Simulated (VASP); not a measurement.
# BaTiO3: single point with PBE+U

The system is BaTiO3.

```
Ba Ti O
1.0
     3.99980    0.00000    0.00000
     0.00000    3.99980    0.00000
     0.00000    0.00000    4.01800
Ba Ti O
1 1 3
Direct
  0.00000 0.00000 0.00000
  0.50000 0.50000 0.49000
  0.50000 0.50000 0.01900
  0.50000 0.00000 0.51700
  0.00000 0.50000 0.51700
```

```yaml
Program: VASP 6.6.1
Task: single point
Functional: PBE
Potentials_or_basis: VASP PAW PBE potentials, release 64 (Ba_sv, Ti_sv, O)
Cutoff: 520 eV
k_mesh: 6 × 6 × 6
Occupations: fermi-dirac, width 0.02 eV
Spin: no spin polarisation
Hubbard_terms: Ti d U = 5.0 eV
```

```yaml
Pressure: 8.3 GPa
Largest_force: 0.619 eV/Å
Band_gap_on_the_k_mesh: 2.38 eV, indirect (least direct gap 2.70 eV)
```

Forces in eV/Å, atoms in the order of the input:
```
Ba   0.000  0.000  0.066
Ti   0.000  0.000  0.619
O    0.000  0.000 -0.413
O    0.000  0.000 -0.136
O    0.000  0.000 -0.136
```

Stress tensor (GPa, compression positive):
```
7.84 0.00 0.00
0.00 7.84 0.00
0.00 0.00 9.19
```

Levels at points of the mesh, in eV from the valence-band top:
| k point | band 18 | band 19 | band 20 | band 21 | band 22 | band 23 |
| --- | --- | --- | --- | --- | --- | --- |
| (0.00, 0.00, 0.00) | -0.35 | -0.31 | -0.31 | 2.38 | 2.53 | 2.53 |
| (0.50, 0.00, 0.00) | -1.67 | -0.99 | -0.92 | 2.71 | 4.05 | 4.06 |
| (0.50, 0.50, 0.00) | -0.99 | -0.99 | -0.09 | 4.09 | 4.09 | 4.52 |
| (0.00, 0.00, 0.50) | -1.84 | -0.79 | -0.79 | 2.58 | 4.03 | 4.09 |
| (0.50, 0.00, 0.50) | -0.93 | -0.91 | -0.17 | 4.09 | 4.11 | 4.49 |
| (0.50, 0.50, 0.50) | -0.08 | -0.08 | 0.00 | 4.72 | 4.72 | 4.74 |

Eigenvalues of the final occupation matrices:
| site | spin | trace | eigenvalues |
| --- | --- | --- | --- |
| site 2 d | 1 | 0.78 | 0.10 0.10 0.10 0.23 0.24 |
| site 2 d | 2 | 0.78 | 0.10 0.10 0.10 0.23 0.24 |

It took 2 min on 1 thread of AMD EPYC 7R13 (shared host), peak memory 0.19 GiB.

Caveat: spin-orbit coupling is left out, which moves the levels of the heavy elements. A k mesh can miss the band edges.
